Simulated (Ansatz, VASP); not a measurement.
CdS: VASP beside Ansatz

```
CELL_PARAMETERS angstrom
4.19599 0.00000 0.00000
-2.09799 3.63383 0.00000
0.00000 0.00000 6.83072
ATOMIC_POSITIONS crystal
Cd 0.33333 0.66667 0.99979
Cd 0.66667 0.33333 0.49979
S 0.33333 0.66667 0.37621
S 0.66667 0.33333 0.87621
```

Alike in both runs: functional PBE; k mesh 10 × 10 × 5; occupations fermi-dirac, width 0.1 eV; no spin polarisation.

Ansatz relaxed the structure, and its values are those at the end. VASP's run is a single point on that final structure, the one shown.

```csv
,VASP,Ansatz
version,VASP 6.6.1,Ansatz 0.2.0
potentials or method,"VASP PAW PBE potentials, release 64 (Cd, S)","PAW with Ansatz's default frozen-core files, scalar-relativistic"
plane-wave cutoff (eV),520,420
valence electrons in the cell,36,52
```

```csv
,VASP,Ansatz,Ansatz less VASP
pressure (GPa),0.3,0.0,-0.29
```

With one functional, cell and mesh, what is left measures potentials, basis and numerics. VASP's potentials hold 36 valence electrons a cell and Ansatz's 52, so a difference there can come from the potentials and not from the codes.
